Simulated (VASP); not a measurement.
# Sn in VASP: a series of runs, part 2 of 2

VASP 6.6.1. Earlier steps stand in the parts before.

**3. Single point, PBE (equal xx and yy strain of -1 %)**

INCAR

```
  PREC = Accurate
  ENCUT = 520
  EDIFF = 1E-7
  ISMEAR = -1
  SIGMA = 0.05
  LREAL = False
  LASPH = True
  NELM = 60
  ALGO = Normal
  ISIF = 2
  LWAVE = False
  LCHARG = False
  GGA = PE
  NBANDS = 21
```

KPOINTS

```
Automatic mesh
0
Gamma
  15 15 15
```

POSCAR

```
Sn
1.0
   -2.8866915000      2.8866915000      1.5906500000
    2.8866915000     -2.8866915000      1.5906500000
    2.8866915000      2.8866915000     -1.5906500000
Sn
2
Direct
    0.0000000000      0.0000000000      0.0000000000
    0.7500000000      0.2500000000      0.5000000000
```

Potentials or basis: VASP PAW PBE potentials, release 64 (Sn_d).

Launch:

```console
$ cat potpaw_PBE.64/Sn_d/POTCAR > POTCAR
$ mpirun -np 1 vasp_std > vasp.out
```

OUTCAR:

```text
PREC = Accurate
   ENCUT = 520
   EDIFF = 1E-7
   ISMEAR = -1
   LREAL = False
   LASPH = True
   NELM = 60
   ISIF = 2
   GGA = PE

 ion  position               nearest neighbor table
   1  0.000  0.000  0.000-   2 2.99   2 2.99   2 2.99   2 2.99   2 3.75   2 3.75   2 3.75   2 3.75

   2  0.750  0.250  0.500-   1 2.99   1 2.99   1 2.99   1 2.99   1 3.75   1 3.75   1 3.75   1 3.75

  LATTYP: Found a body centered tetragonal cell.
 ALAT       =     5.7733830000
 C/A-ratio  =     0.5510287469

  Lattice vectors:

 A1 = (  -2.8866915000,   2.8866915000,   1.5906500000)
 A2 = (   2.8866915000,  -2.8866915000,   1.5906500000)
 A3 = (   2.8866915000,   2.8866915000,  -1.5906500000)

Analysis of symmetry for initial positions (statically):
=====================================================================
 Subroutine PRICEL returns:
 Original cell was already a primitive cell.

 Routine SETGRP: Setting up the symmetry group for a
 body centered tetragonal supercell.

 Subroutine GETGRP returns: Found 16 space group operations
 (whereof  8 operations were pure point group operations)
 out of a pool of 16 trial point group operations.

The static configuration has the point symmetry D_2d.
 The point group associated with its full space group is D_4h.

Analysis of symmetry for dynamics (positions and initial velocities):
=====================================================================
 Subroutine PRICEL returns:
 Original cell was already a primitive cell.

 Routine SETGRP: Setting up the symmetry group for a
 body centered tetragonal supercell.

 Subroutine GETGRP returns: Found 16 space group operations
 (whereof  8 operations were pure point group operations)
 out of a pool of 16 trial point group operations.

The dynamic configuration has the point symmetry D_2d.
 The point group associated with its full space group is D_4h.
[... 112 lines left out ...]
   EMIN   =  10.00;   EMAX   =-10.00  energy-range for DOS
   EFERMI =   0.00;   METHOD = LEGACY
   ISMEAR =    -1;   SIGMA  =   0.05  broadening in eV -4-tet -1-fermi 0-gaus
   EFERMI_NEDOS =   21; number of points for ismear=-14 and -15
   IALGO  =     38    algorithm
   IMIX   =      4    mixing-type and parameters
     AMIX     =   0.40;   BMIX     =  1.00
     AMIX_MAG =   1.60;   BMIX_MAG =  1.00
  volume/ion in A,a.u.               =      26.51       178.90
  Fermi-wavevector in a.u.,A,eV,Ry     =   1.323272  2.500621 23.824457  1.751048
  Thomas-Fermi vector in A             =   2.452892
   LORBIT       =      0    0 simple, 1 ext, 2 COOP (PROOUT), +10 PAW based schemes
   GGA     = PE    functional components
   LHFCALC =     F    Hartree Fock is set to
   AEXX    =    0.0000 exact exchange contribution
   IVDW    =     0    specifies the selected vdW correction
   LEPSILON=     F    determine dielectric tensor
   LRPA    =     F    only Hartree local field effects (RPA)
 non-spin polarized calculation
  energy-cutoff  :      520.00
  volume of cell :       53.02
 maximum number of plane-waves:      1444
 NGX is ok and might be reduce to    36
   NGX = 17   NGY = 17   NGZ = 17

 number of electron      28.0000014 magnetization

 Free energy of the ion-electron system (eV)
  ---------------------------------------------------
  ext. energy  EPLUGINS =         0.00000000
  ---------------------------------------------------
  free energy    TOTEN  =        -7.56701298 eV

  energy without entropy =       -7.55975544  energy(sigma->0) =       -7.56338421

 E-fermi :   8.2681     XC(G=0): -10.4160

 val. band max:        8.2629627084   @ k =  -0.2667   0.2000   0.0000
 cond. band min:       8.3005209184   @ k =  -0.2000  -0.2000   0.0667
 fundamental gap:      0.0375582100
 Fermi energy:         8.2681353343

 k-point     1 :       0.0000    0.0000    0.0000
  band No.  band energies     occupation
      1     -13.4307      2.00000
      2     -13.3270      2.00000
      3     -13.2952      2.00000
      4     -13.2690      2.00000
      5     -13.1217      2.00000
      6     -13.1217      2.00000
[... 565 lines left out ...]
     20      15.5360      0.00000
     21      16.5031      0.00000

 [... further k-points ...]

------------------------ aborting loop because EDIFF is reached ----------------------------------------

  FORCE on cell =-STRESS in cart. coord.  units (eV):
  Direction    XX          YY          ZZ          XY          YZ          ZX
  --------------------------------------------------------------------------------------
  -------------------------------------------------------------------------------------
  Total        1.4535631      1.4535631      0.9166705      0.0000000     -0.0000000      0.0000000
  in kB       43.9247303     43.9247303     27.7005554      0.0000000     -0.0000000      0.0000000
  external PRESSURE =      38.5166720 kB  Pullay stress =       0.0000000 kB

 VOLUME and BASIS-vectors are now :
 -----------------------------------------------------------------------------
  energy-cutoff  :      520.00
  volume of cell :       53.02
      direct lattice vectors                 reciprocal lattice vectors
    -2.886691500  2.886691500  1.590650000     0.000000000  0.173208672  0.314336906
     2.886691500 -2.886691500  1.590650000     0.173208672  0.000000000  0.314336906
     2.886691500  2.886691500 -1.590650000     0.173208672  0.173208672  0.000000000

 POSITION                                       TOTAL-FORCE (eV/Angst)
 -----------------------------------------------------------------------------------
      0.00000      0.00000      0.00000         0.000000     -0.000000     -0.000000
     -0.00000      2.88669      0.79532        -0.000000      0.000000      0.000000
 -----------------------------------------------------------------------------------
    total drift:                               -0.000000      0.000000     -0.000000

  FREE ENERGIE OF THE ION-ELECTRON SYSTEM (eV)
  ---------------------------------------------------
  free  energy   TOTEN  =        -7.5670129782 eV

  energy  without entropy=       -7.5597554381  energy(sigma->0) =       -7.56338421
```

stdout:

```text
POSCAR found type information on POSCAR Sn
 POSCAR found :  1 types and       2 ions
 scaLAPACK will be used
 LDA part: xc-table for (Slater+PW92), standard interpolation
 POSCAR, INCAR and KPOINTS ok, starting setup
 FFT: planning ... GRIDC
 FFT: planning ... GRID_SOFT
 FFT: planning ... GRID
 WAVECAR not read
 entering main loop
```

Run time: 1.7 min. Hardware: 1 thread of Intel Xeon 6975P-C (Granite Rapids), shared host; peak memory 0.39 GiB.

Results:

| Item | Value |
| --- | --- |
| Free energy | -7.5670 eV |
| Pressure | 3.9 GPa |
| Band gap on the k mesh | zero (bands 14 and 15 overlap by 4.47 eV) |

Levels at points of the mesh, in eV from the Fermi level:
```
           k point  band 11  band 12  band 13  band 14  band 15  band 16  band 17  band 18
(0.00, 0.00, 0.00)   -11.31    -3.44    -2.00    -2.00     2.98     6.44     6.44     6.83
```

Caveat: the cell differs from its parent crystal (equal xx and yy strain of -1 %); the cell stands under pressure; spin-orbit coupling is left out, which moves the levels of the heavy elements.

**4. Single point, PBE (equal xx and yy strain of +2 %)**

INCAR

```
SYSTEM = Sn
ALGO = Normal
EDIFF = 1E-6
ENCUT = 520
GGA = PE
ISIF = 2
ISMEAR = -1
LASPH = .True.
LCHARG = .False.
LREAL = .False.
LWAVE = .False.
NBANDS = 21
NELM = 60
PREC = Accurate
SIGMA = 0.05
```

KPOINTS

```
k-points
0
Gamma
  15 15 15
  0 0 0
```

POSCAR

```
Sn
1.0
   -2.9741670000      2.9741670000      1.5906500000
    2.9741670000     -2.9741670000      1.5906500000
    2.9741670000      2.9741670000     -1.5906500000
Sn
2
Direct
    0.0000000000      0.0000000000      0.0000000000
    0.7500000000      0.2500000000      0.5000000000
```

Launch:

```console
$ cat potpaw_PBE.64/Sn_d/POTCAR > POTCAR
$ mpirun -np 1 vasp_std > vasp.out
```

Wall time 1.7 min (1 thread of Intel Xeon 6975P-C (Granite Rapids), shared host); peak memory 0.4 GiB.

It converged, with:

```
Free energy            : -7.6149 eV
Pressure               : 0.4 GPa
Band gap on the k mesh : zero (bands 14 and 15 overlap by 4.01 eV)
```

Stress tensor (GPa, compression positive):
```
0.35 0.00 0.00
0.00 0.35 0.00
0.00 0.00 0.54
```

Levels at points of the mesh, in eV from the Fermi level:
| k point | band 11 | band 12 | band 13 | band 14 | band 15 | band 16 | band 17 | band 18 |
| --- | --- | --- | --- | --- | --- | --- | --- | --- |
| (0.00, 0.00, 0.00) | -10.87 | -3.92 | -1.95 | -1.95 | 2.97 | 5.89 | 5.89 | 6.87 |

Caveat: the cell differs from its parent crystal (equal xx and yy strain of +2 %); spin-orbit coupling is left out, which moves the levels of the heavy elements.

**5. Single point, PBE (equal xy, yz and zx shear strains of -2 %)**

INCAR

```
SYSTEM = Sn
ALGO = Normal ; EDIFF = 1E-7
ENCUT = 520 ; GGA = PE
ISIF = 2 ; ISMEAR = -1
LASPH = .TRUE. ; LCHARG = .TRUE.
LELF = .TRUE. ; LREAL = .FALSE.
LVHAR = .TRUE. ; LWAVE = .FALSE.
NBANDS = 21 ; NELM = 60
PREC = Accurate ; SIGMA = 0.05
```

KPOINTS

```
k-points
0
G
  15 15 15
  0 0 0
```

POSCAR

```
Sn
1.0
   -2.9609150000      2.9291020000      1.5906500000
    2.9291020000     -2.9609150000      1.5906500000
    2.9025980000      2.9025980000     -1.6489670000
Sn
2
Direct
    0.0000000000      0.0000000000      0.0000000000
    0.7500000000      0.2500000000      0.5000000000
```

Potentials or basis: VASP PAW PBE potentials, release 64 (Sn_d).

Launch:

```console
$ cat potpaw_PBE.64/Sn_d/POTCAR > POTCAR
$ mpirun -np 1 vasp_std > vasp.out
```

OUTCAR:

```text
SYSTEM = Sn
   EDIFF = 1E-7
   ENCUT = 520
   GGA = PE
   ISIF = 2
   ISMEAR = -1
   LASPH = .TRUE.
   LREAL = .FALSE.
   NELM = 60
   PREC = Accurate

 ion  position               nearest neighbor table
   1  0.000  0.000  0.000-   2 3.01   2 3.01   2 3.04   2 3.04   2 3.73   2 3.73
   2  0.750  0.250  0.500-   1 3.01   1 3.01   1 3.04   1 3.04   1 3.73   1 3.73

  Warning from LATTYP: Got some problem with cell dimensions!
  Tried to take original basis but could not verify dimensions!
  LATTYP: Found a base centered monoclinic cell.
 ALAT       =     3.1816181141
 B/A-ratio  =     2.6180835114
 C/A-ratio  =     1.3639140318
 COS(beta)  =    -0.3398515043

  Lattice vectors:

 A1 = (   2.9609150000,  -2.9291020000,  -1.5906500000)
 A2 = (  -2.9291020000,   2.9609150000,  -1.5906500000)
 A3 = (   2.8707850000,   2.8707850000,   1.5323330000)

Analysis of symmetry for initial positions (statically):
=====================================================================
 Subroutine PRICEL returns:
 Original cell was already a primitive cell.

 Routine SETGRP: Setting up the symmetry group for a
 base centered monoclinic supercell.

 Subroutine GETGRP returns: Found  4 space group operations
 (whereof  2 operations were pure point group operations)
 out of a pool of  4 trial point group operations.

The static configuration has the point symmetry C_2 .
 The point group associated with its full space group is C_2h.

Analysis of symmetry for dynamics (positions and initial velocities):
=====================================================================
 Subroutine PRICEL returns:
 Original cell was already a primitive cell.

 Routine SETGRP: Setting up the symmetry group for a
 base centered monoclinic supercell.

 Subroutine GETGRP returns: Found  4 space group operations
 (whereof  2 operations were pure point group operations)
 out of a pool of  4 trial point group operations.
[... 116 lines left out ...]
   EFERMI =   0.00;   METHOD = LEGACY
   ISMEAR =    -1;   SIGMA  =   0.05  broadening in eV -4-tet -1-fermi 0-gaus
   EFERMI_NEDOS =   21; number of points for ismear=-14 and -15
   IALGO  =     38    algorithm
   IMIX   =      4    mixing-type and parameters
     AMIX     =   0.40;   BMIX     =  1.00
     AMIX_MAG =   1.60;   BMIX_MAG =  1.00
  volume/ion in A,a.u.               =      27.04       182.47
  Fermi-wavevector in a.u.,A,eV,Ry     =   1.314568  2.484172 23.512062  1.728088
  Thomas-Fermi vector in A             =   2.444811
   LORBIT       =      0    0 simple, 1 ext, 2 COOP (PROOUT), +10 PAW based schemes
   GGA     = PE    functional components
   LHFCALC =     F    Hartree Fock is set to
   AEXX    =    0.0000 exact exchange contribution
   IVDW    =     0    specifies the selected vdW correction
   LEPSILON=     F    determine dielectric tensor
   LRPA    =     F    only Hartree local field effects (RPA)
 non-spin polarized calculation
  energy-cutoff  :      520.00
  volume of cell :       54.08
 maximum number of plane-waves:      1474
 NGX is ok and might be reduce to    36
   NGX = 17   NGY = 17   NGZ = 17

 number of electron      27.9999999 magnetization

 Free energy of the ion-electron system (eV)
  ---------------------------------------------------
  ext. energy  EPLUGINS =         0.00000000
  ---------------------------------------------------
  free energy    TOTEN  =        -7.58589445 eV

  energy without entropy =       -7.57797704  energy(sigma->0) =       -7.58193575

 E-fermi :   8.0254     XC(G=0): -10.3224

 val. band max:        8.0241314416   @ k =   0.3333   0.0667   0.1333
 cond. band min:       8.0255818595   @ k =  -0.3333   0.4667   0.0667
 fundamental gap:      0.0014504178
 Fermi energy:         8.0253909586

 k-point     1 :       0.0000    0.0000    0.0000
  band No.  band energies     occupation
      1     -13.6426      2.00000
      2     -13.5576      2.00000
      3     -13.5154      2.00000
      4     -13.5018      2.00000
      5     -13.3532      2.00000
      6     -13.3522      2.00000
[... 565 lines left out ...]
     20      15.0160      0.00000
     21      15.8926      0.00000

 [... further k-points ...]

------------------------ aborting loop because EDIFF is reached ----------------------------------------

  FORCE on cell =-STRESS in cart. coord.  units (eV):
  Direction    XX          YY          ZZ          XY          YZ          ZX
  --------------------------------------------------------------------------------------
  -------------------------------------------------------------------------------------
  Total        0.9963910      0.9963910      0.6627498      0.1732966      0.2001529      0.2001530
  in kB       29.5193349     29.5193349     19.6347947      5.1341308      5.9297813      5.9297846
  external PRESSURE =      26.2244882 kB  Pullay stress =       0.0000000 kB

 VOLUME and BASIS-vectors are now :
 -----------------------------------------------------------------------------
  energy-cutoff  :      520.00
  volume of cell :       54.08
      direct lattice vectors                 reciprocal lattice vectors
    -2.960915000  2.929102000  1.590650000     0.004908199  0.174686995  0.316132858
     2.929102000 -2.960915000  1.590650000     0.174686995  0.004908199  0.316132858
     2.902598000  2.902598000 -1.648967000     0.173243670  0.173243670  0.003464873

 POSITION                                       TOTAL-FORCE (eV/Angst)
 -----------------------------------------------------------------------------------
      0.00000      0.00000      0.00000         0.048010     -0.048010     -0.000000
     -0.03711      2.90790      0.76617        -0.048010      0.048010      0.000000
 -----------------------------------------------------------------------------------
    total drift:                               -0.000000      0.000000     -0.000000

  FREE ENERGIE OF THE ION-ELECTRON SYSTEM (eV)
  ---------------------------------------------------
  free  energy   TOTEN  =        -7.5858944533 eV

  energy  without entropy=       -7.5779770371  energy(sigma->0) =       -7.58193575
```

OSZICAR:

```text
N       E                     dE             d eps       ncg     rms          rms(c)
DAV:   1     0.222555093754E+03    0.22256E+03   -0.14396E+04 38692   0.208E+03
DAV:   2     0.155124382583E+02   -0.20704E+03   -0.20274E+03 38283   0.456E+02
DAV:   3    -0.688098490621E+01   -0.22393E+02   -0.22215E+02 43963   0.135E+02
DAV:   4    -0.757864643094E+01   -0.69766E+00   -0.69718E+00 43156   0.263E+01
DAV:   5    -0.760689437669E+01   -0.28248E-01   -0.28247E-01 53876   0.499E+00    0.240E+00
DAV:   6    -0.759027500040E+01    0.16619E-01   -0.31336E-02 51582   0.250E+00    0.134E+00
DAV:   7    -0.758595329497E+01    0.43217E-02   -0.18724E-02 51570   0.194E+00    0.165E-01
DAV:   8    -0.758588822967E+01    0.65065E-04   -0.21295E-03 46727   0.604E-01    0.362E-02
DAV:   9    -0.758589510575E+01   -0.68761E-05   -0.65918E-05 50789   0.758E-02    0.117E-02
DAV:  10    -0.758589436230E+01    0.74345E-06   -0.70689E-06 48419   0.340E-02    0.175E-03
DAV:  11    -0.758589445332E+01   -0.91021E-07   -0.38350E-07 42649   0.762E-03
   1 F= -.75858945E+01 E0= -.75819357E+01  d E =-.791742E-02
```

stdout:

```text
POSCAR found type information on POSCAR Sn
 POSCAR found :  1 types and       2 ions
 scaLAPACK will be used
 LDA part: xc-table for (Slater+PW92), standard interpolation
 POSCAR, INCAR and KPOINTS ok, starting setup
 FFT: planning ... GRIDC
 FFT: planning ... GRID_SOFT
 FFT: planning ... GRID
 WAVECAR not read
 entering main loop
```

Wall time 31 min (1 thread of Oxide Virtual Turin-like, shared host); peak memory 0.8 GiB.

What came out:

```yaml
Free_energy: -7.5859 eV
Pressure: 2.6 GPa
Largest_force: 0.068 eV/Å
Band_gap_on_the_k_mesh: zero (bands 14 and 15 overlap by 4.39 eV)
```

Forces on the atoms (eV/Å):
```
Sn   0.048 -0.048  0.000
Sn  -0.048  0.048  0.000
```

Stress tensor (GPa, compression positive):
```
2.95 0.51 0.59
0.51 2.95 0.59
0.59 0.59 1.96
```

Caveat: the cell differs from its parent crystal (equal xy, yz and zx shear strains of -2 %); spin-orbit coupling is left out, which moves the levels of the heavy elements.

**6. Summary**

```csv
cell,gap on the mesh (eV),pressure (GPa)
"a = 4.305 Å, angles 97.8, 97.8, 136.6°, 2 atoms",none,6.9
"a = 4.381 Å, angles 97.6, 97.6, 137.4°, 2 atoms",none,3.9
"a = 4.497 Å, angles 97.2, 97.2, 138.6°, 2 atoms",none,0.4
"a = 4.458, b = 4.458, c = 4.424 Å, angles 97.9, 97.9, 138.2°, 2 atoms",none,2.6
```

Alike in all rows: task single point; level PBE; potentials or basis VASP PAW PBE potentials, release 64 (Sn_d); no spin polarisation; k mesh 15 × 15 × 15; cutoff (eV) 520; smearing fermi-dirac 0.05 eV.

Caveats: spin-orbit coupling is left out, which moves the levels of the heavy elements; the cell stands under pressure (at least some runs).

Total energies depend on the potentials used, so only differences within one code and one set of settings carry meaning.

The gap in the log of VASP goes by the Fermi energy; the results here count the filled bands.